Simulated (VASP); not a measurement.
# Ga8Sb3P5 (R3m) in VASP: single point with PBEsol

Aim: the single point of Ga8Sb3P5 with PBEsol.

All numbers are computed with VASP 6.6.1; they aren't measurements. Logs are shortened: lines on timing, memory, paths and dates and some standing lists are left out, and cuts for length are marked.

## 1. The cell of the first run

It takes space group R3m (No. 160, trigonal). The conventional cell has a = 8.048 Å, b = 8.048 Å, c = 19.782 Å, α = 90.00°, β = 90.00°, γ = 120.00°. Within 3.2 Å of Ga (site symmetry m) lie 3 P at 2.42 to 2.43 Å and 1 Sb at 2.60 Å. Within 3.1 Å of Ga (site symmetry 3m) lie 1 P at 2.32 Å and 3 Sb at 2.53 Å. Within 3.1 Å of Ga (site symmetry m) lie 2 P at 2.37 Å and 2 Sb at 2.57 Å. Ga (site symmetry 3m) has 4 P at 2.47 to 2.50 Å within 3.3 Å. Within 3.3 Å of Sb (site symmetry m) lie 4 Ga at 2.53 to 2.60 Å. P (site symmetry 3m) has 4 Ga at 2.32 to 2.43 Å within 3.1 Å. Within 3.1 Å of P (site symmetry m) lie 4 Ga at 2.37 to 2.47 Å. Within 3.1 Å of P (site symmetry 3m) lie 4 Ga at 2.37 to 2.50 Å.

## 2. Single point, PBEsol

File INCAR:

```
SYSTEM = Ga8Sb3P5
ALGO     = Fast           ! electronic algorithm
EDIFF    = 1E-6           ! SCF threshold, eV
ENCUT    = 520            ! plane-wave cutoff, eV
GGA      = PS             ! functional
ISIF     = 2              ! what is computed and relaxed
ISMEAR   = 0              ! smearing method
LASPH    = .True.         ! aspherical terms in the spheres
LCHARG   = .False.        ! write CHGCAR
LREAL    = Auto         
LWAVE    = .False.        ! write WAVECAR
NBANDS   = 86             ! bands
NELM     = 100            ! most SCF steps
PREC     = Accurate       ! precision mode
SIGMA    = 0.01           ! smearing width, eV
```

File KPOINTS:

```
k-points
0
Gamma
  4 4 4
  0 0 0
```

File POSCAR:

```
Ga8Sb3P5
1.0
    0.0132285926      5.7040481373      5.7040481373
    5.7040481373      0.0132285926      5.7040481373
    5.7040481373      5.7040481373      0.0132285926
Ga Sb P
8 3 5
Direct
   -0.0077561409     -0.0077561409     -0.0049810317
    0.0085849660      0.0085849660      0.5085849660
   -0.0146013944      0.5146872948      0.0146872948
   -0.0077561409      0.4950189683      0.4922438591
    0.5146872948     -0.0146013944      0.0146872948
    0.4950189683     -0.0077561409      0.4922438591
    0.4988784373      0.4988784373     -0.0011215627
    0.5146872948      0.5146872948      0.4853986056
    0.1248497945      0.1248497945      0.1240423107
    0.1248497945      0.6240423107      0.6248497945
    0.6240423107      0.1248497945      0.6248497945
    0.1259899612      0.1259899612      0.6259899612
    0.1231378178      0.6251622687      0.1251622687
    0.6251622687      0.1231378178      0.1251622687
    0.6250624989      0.6250624989      0.1250624989
    0.6251622687      0.6251622687      0.6231378178
```

Potentials or basis: VASP PAW PBE potentials, release 64 (Ga_d, Sb, P).

Command:

```console
$ cat potpaw_PBE.64/Ga_d/POTCAR potpaw_PBE.64/Sb/POTCAR potpaw_PBE.64/P/POTCAR > POTCAR
$ mpirun -np 1 vasp_std > vasp.out
```

OUTCAR:

```text
SYSTEM = Ga8Sb3P5
   EDIFF = 1E-6
   ENCUT = 520
   GGA = PS
   ISIF = 2
   ISMEAR = 0
   LASPH = .True.
   LREAL = Auto
   NELM = 100
   PREC = Accurate

 ion  position               nearest neighbor table
   1  0.992  0.992  0.995-  13 2.42  14 2.42  12 2.43   9 2.60
   2  0.009  0.009  0.509-  12 2.32  10 2.53  11 2.53   9 2.53
   3  0.985  0.515  0.015-  13 2.37  15 2.37   9 2.57  10 2.57
   4  0.992  0.495  0.492-  13 2.42  16 2.42  12 2.43  10 2.60
   5  0.515  0.985  0.015-  14 2.37  15 2.37   9 2.57  11 2.57
   6  0.495  0.992  0.492-  14 2.42  16 2.42  12 2.43  11 2.60
[... 8 lines left out ...]
  15  0.625  0.625  0.125-   3 2.37   5 2.37   8 2.37   7 2.50
  16  0.625  0.625  0.623-   8 2.37   6 2.42   4 2.42   7 2.47

  LATTYP: Found a trigonal (rhomboedric) cell.
 ALAT       =     8.0667530829
 COS(alpha) =     0.5023178078

  Lattice vectors:

 A1 = (   0.0132285926,   5.7040481373,   5.7040481373)
 A2 = (   5.7040481373,   0.0132285926,   5.7040481373)
 A3 = (   5.7040481373,   5.7040481373,   0.0132285926)

Analysis of symmetry for initial positions (statically):
=====================================================================
 Subroutine PRICEL returns:
 Original cell was already a primitive cell.

 Routine SETGRP: Setting up the symmetry group for a
 trigonal (rhombohedral) supercell.

 Subroutine GETGRP returns: Found  6 space group operations
 (whereof  2 operations were pure point group operations)
 out of a pool of 12 trial point group operations.

The static configuration has the point symmetry C_1h.
 The point group associated with its full space group is C_3v.

Analysis of symmetry for dynamics (positions and initial velocities):
=====================================================================
 Subroutine PRICEL returns:
 Original cell was already a primitive cell.

 Routine SETGRP: Setting up the symmetry group for a
 trigonal (rhombohedral) supercell.

 Subroutine GETGRP returns: Found  6 space group operations
 (whereof  2 operations were pure point group operations)
 out of a pool of 12 trial point group operations.

The dynamic configuration has the point symmetry C_1h.
 The point group associated with its full space group is C_3v.

 Subroutine INISYM returns: Found  6 space group operations
 (whereof  2 operations are pure point group operations),
 and found     1 'primitive' translations

----------------------------------------------------------------------------------------

                                     Primitive cell

  volume of cell :     369.8845

  direct lattice vectors                    reciprocal lattice vectors
     0.013228593  5.704048137  5.704048137    -0.087962571  0.087759044  0.087759044
     5.704048137  0.013228593  5.704048137     0.087759044 -0.087962571  0.087759044
     5.704048137  5.704048137  0.013228593     0.087759044  0.087759044 -0.087962571

  length of vectors
     8.066753083  8.066753083  8.066753083     0.152120720  0.152120720  0.152120720

  position of ions in fractional coordinates (direct lattice)
     0.992243859  0.992243859  0.995018968
     0.008584966  0.008584966  0.508584966
     0.985398606  0.514687295  0.014687295
     0.992243859  0.495018968  0.492243859
     0.514687295  0.985398606  0.014687295
     0.495018968  0.992243859  0.492243859
[... 8 lines left out ...]
     0.625062499  0.625062499  0.125062499
     0.625162269  0.625162269  0.623137818

  ion indices of the primitive-cell ions
   primitive index   ion index
                 1           1
                 2           2
                 3           3
                 4           4
                 5           5
                 6           6
[... 8 lines left out ...]
                15          15
                16          16

----------------------------------------------------------------------------------------

 KPOINTS: k-points

Automatic generation of k-mesh.
 Grid dimensions read from file:
 generate k-points for:    4    4    4

 Generating k-lattice:

  Cartesian coordinates                     Fractional coordinates (reciprocal lattice)
    -0.021990643  0.021939761  0.021939761     0.250000000  0.000000000 -0.000000000
     0.021939761 -0.021990643  0.021939761     0.000000000  0.250000000 -0.000000000
     0.021939761  0.021939761 -0.021990643     0.000000000  0.000000000  0.250000000

  Length of vectors
     0.038030180  0.038030180  0.038030180

  Shift w.r.t. Gamma in fractional coordinates (k-lattice)
     0.000000000  0.000000000  0.000000000

 Subroutine IBZKPT returns following result:
 ===========================================

 Found     13 irreducible k-points:

 Following reciprocal coordinates:
            Coordinates               Weight
  0.000000  0.000000  0.000000      1.000000
  0.250000  0.000000  0.000000      6.000000
  0.500000  0.000000  0.000000      3.000000
  0.250000  0.250000  0.000000      6.000000
  0.500000  0.250000  0.000000     12.000000
 -0.250000  0.250000  0.000000      6.000000
  0.500000  0.500000  0.000000      3.000000
  0.250000  0.250000  0.250000      2.000000
  0.500000  0.250000  0.250000      6.000000
 -0.250000  0.250000  0.250000      6.000000
  0.500000  0.500000  0.250000      6.000000
 -0.250000  0.500000  0.250000      6.000000
  0.500000  0.500000  0.500000      1.000000
   k-points           NKPTS =     13   k-points in BZ     NKDIM =     13   number of bands    NBANDS=     86
   number of dos      NEDOS =    301   number of ions     NIONS =     16
   total plane-waves  NPLWV = 216000
   dimension x,y,z NGX =    60 NGY =   60 NGZ =   60
   dimension x,y,z NGXF=   120 NGYF=  120 NGZF=  120
   ions per type =               8   3   5
   NGX,Y,Z   is equivalent  to a cutoff of  12.37, 12.37, 12.37 a.u.
   NGXF,Y,Z  is equivalent  to a cutoff of  24.73, 24.73, 24.73 a.u.
 SYSTEM =  Ga8Sb3P5
   PREC   = accura    normal or accurate (medium, high low for compatibility)
   ISTART =      0    job   : 0-new  1-cont  2-samecut
   ICHARG =      2    charge: 1-file 2-atom 10-const
   ISPIN  =      1    spin polarized calculation?
   LNONCOLLINEAR =      F non collinear calculations
   LSORBIT =      F    spin-orbit coupling
   LASPH  =      T    aspherical Exc in radial PAW
   ENCUT  =  520.0 eV  38.22 Ry    6.18 a.u.  15.00 15.00 15.00*2*pi/ulx,y,z
   NELM   =    100;   NELMIN=  2; NELMDL= -5     # of ELM steps
   EDIFF  = 0.1E-05   stopping-criterion for ELM
   LREAL  =      T    real-space projection
   EDIFFG = 0.1E-04   stopping-criterion for IOM
   NSW    =      0    number of steps for IOM
   IBRION =     -1    ionic relax: 0-MD 1-quasi-New 2-CG
   NFREE  =      0    steps in history (QN), initial steepest desc. (CG)
   ISIF   =      2    stress and relaxation
   ISYM   =      2    0-nonsym 1-usesym 2-fastsym
   POTIM  = 0.5000    time-step for ionic-motion
   TEBEG  =    0.0;   TEEND  =   0.0 temperature during run
   PSTRESS=    0.0 pullay stress
   NELECT =     144.0000    total number of electrons
   NUPDOWN=      -1.0000    fix difference up-down
   EMIN   =  10.00;   EMAX   =-10.00  energy-range for DOS
   EFERMI =   0.00;   METHOD = LEGACY
   ISMEAR =     0;   SIGMA  =   0.01  broadening in eV -4-tet -1-fermi 0-gaus
   EFERMI_NEDOS =   21; number of points for ismear=-14 and -15
   IALGO  =     68    algorithm
   IMIX   =      4    mixing-type and parameters
     AMIX     =   0.40;   BMIX     =  1.00
     AMIX_MAG =   1.60;   BMIX_MAG =  1.00
  volume/ion in A,a.u.               =      23.12       156.01
  Fermi-wavevector in a.u.,A,eV,Ry     =   1.195383  2.258946 19.441905  1.428940
  Thomas-Fermi vector in A             =   2.331349
   LORBIT       =      0    0 simple, 1 ext, 2 COOP (PROOUT), +10 PAW based schemes
   GGA     = PS    functional components
   LHFCALC =     F    Hartree Fock is set to
   AEXX    =    0.0000 exact exchange contribution
   IVDW    =     0    specifies the selected vdW correction
   LEPSILON=     F    determine dielectric tensor
   LRPA    =     F    only Hartree local field effects (RPA)
 non-spin polarized calculation
 RMM-DIIS sequential band-by-band and
 Gauss-broadening in eV      SIGMA  =   0.01
  energy-cutoff  :      520.00
  volume of cell :      369.88
 maximum number of plane-waves:      9980
   NGX = 29   NGY = 29   NGZ = 29

 number of electron     143.9999986 magnetization

 Free energy of the ion-electron system (eV)
  ---------------------------------------------------
  ext. energy  EPLUGINS =         0.00000000
  ---------------------------------------------------
  free energy    TOTEN  =       -72.78664344 eV

  energy without entropy =      -72.78646713  energy(sigma->0) =      -72.78655528

 E-fermi :   5.2065     XC(G=0):  -9.7434

 val. band max:        5.2064761637   @ k =   0.0000   0.0000   0.0000
 cond. band min:       5.2064761658   @ k =   0.0000   0.0000   0.0000
 fundamental gap:      0.0000000021
 Fermi energy:         5.2064761648

 k-point     1 :       0.0000    0.0000    0.0000
  band No.  band energies     occupation
      1     -10.3422      2.00000
      2     -10.3422      2.00000
      3     -10.3347      2.00000
      4     -10.2705      2.00000
      5     -10.2705      2.00000
      6     -10.1881      2.00000
[... 76 lines left out ...]
     83       6.8524      0.00000
     84       8.0999      0.00000

 k-point     2 :       0.2500    0.0000    0.0000
  band No.  band energies     occupation
      1     -10.3412      2.00000
      2     -10.3410      2.00000
      3     -10.3340      2.00000
      4     -10.2703      2.00000
      5     -10.2702      2.00000
      6     -10.1846      2.00000
[... 946 lines left out ...]
     83       8.5357      0.00000
     84       8.9924      0.00000

 k-point    13 :       0.5000    0.5000    0.5000
  band No.  band energies     occupation
      1     -10.3410      2.00000
      2     -10.3410      2.00000
      3     -10.3339      2.00000
      4     -10.2701      2.00000
      5     -10.2701      2.00000
      6     -10.1871      2.00000
[... 76 lines left out ...]
     83       8.7741      0.00000
     84       8.9346      0.00000
 [bands above 84 left out]

------------------------ aborting loop because EDIFF is reached ----------------------------------------

  FORCE on cell =-STRESS in cart. coord.  units (eV):
  Direction    XX          YY          ZZ          XY          YZ          ZX
  --------------------------------------------------------------------------------------
  -------------------------------------------------------------------------------------
  Total        0.1209567      0.1209567      0.1209567     -0.0084351     -0.0084351     -0.0084351
  in kB        0.5239313      0.5239313      0.5239313     -0.0365371     -0.0365371     -0.0365371
  external PRESSURE =       0.5239313 kB  Pullay stress =       0.0000000 kB

 VOLUME and BASIS-vectors are now :
 -----------------------------------------------------------------------------
  energy-cutoff  :      520.00
  volume of cell :      369.88
      direct lattice vectors                 reciprocal lattice vectors
     0.013228593  5.704048137  5.704048137    -0.087962571  0.087759044  0.087759044
     5.704048137  0.013228593  5.704048137     0.087759044 -0.087962571  0.087759044
     5.704048137  5.704048137  0.013228593     0.087759044  0.087759044 -0.087962571

 POSITION                                       TOTAL-FORCE (eV/Angst)
 -----------------------------------------------------------------------------------
     11.34857     11.34857     11.33278        -0.004618     -0.004618     -0.010177
      2.95008      2.95008      0.10467         0.016212      0.016212      0.016212
      3.03261      5.71135      8.55676         0.016906     -0.001968     -0.001968
      5.64452      8.47414      8.48993        -0.004618     -0.010177     -0.004618
      5.71135      3.03261      8.55676        -0.001968      0.016906     -0.001968
      8.47414      5.64452      8.48993        -0.010177     -0.004618     -0.004618
[... 8 lines left out ...]
      4.28702      4.28702      7.13243         0.002558      0.002558      0.002558
      7.12863      7.12863      7.14015        -0.001449     -0.001449     -0.002605
 -----------------------------------------------------------------------------------
    total drift:                               -0.008231     -0.008231     -0.008231

  FREE ENERGIE OF THE ION-ELECTRON SYSTEM (eV)
  ---------------------------------------------------
  free  energy   TOTEN  =       -72.7866434360 eV

  energy  without entropy=      -72.7864671267  energy(sigma->0) =      -72.78655528
```

Run time: 6.3 min. Hardware: 1 thread of Intel Xeon 6975P-C (Granite Rapids), shared host; peak memory 0.63 GiB.

Results:

```
Free energy            : -72.7866 eV
Pressure               : 0.1 GPa
Largest force          : 0.028 eV/Å
Band gap on the k mesh : zero (filled and empty bands touch)
```

Forces in eV/Å, atoms in the order of the input:
```
Ga  -0.005 -0.005 -0.010
Ga   0.016  0.016  0.016
Ga   0.017 -0.002 -0.002
Ga  -0.005 -0.010 -0.005
Ga  -0.002  0.017 -0.002
Ga  -0.010 -0.005 -0.005
Ga  -0.002 -0.002 -0.002
Ga  -0.002 -0.002  0.017
Sb  -0.004 -0.004  0.002
Sb  -0.004  0.002 -0.004
Sb   0.002 -0.004 -0.004
P    0.000  0.000  0.000
P   -0.003 -0.001 -0.001
P   -0.001 -0.003 -0.001
P    0.003  0.003  0.003
P   -0.001 -0.001 -0.003
```

Caveat: semilocal functionals underestimate gaps, so a narrow gap can read as zero; the PAW data sets were made with another functional, which shifts forces and pressure a little; spin-orbit coupling is left out, which moves the levels of the heavy elements.
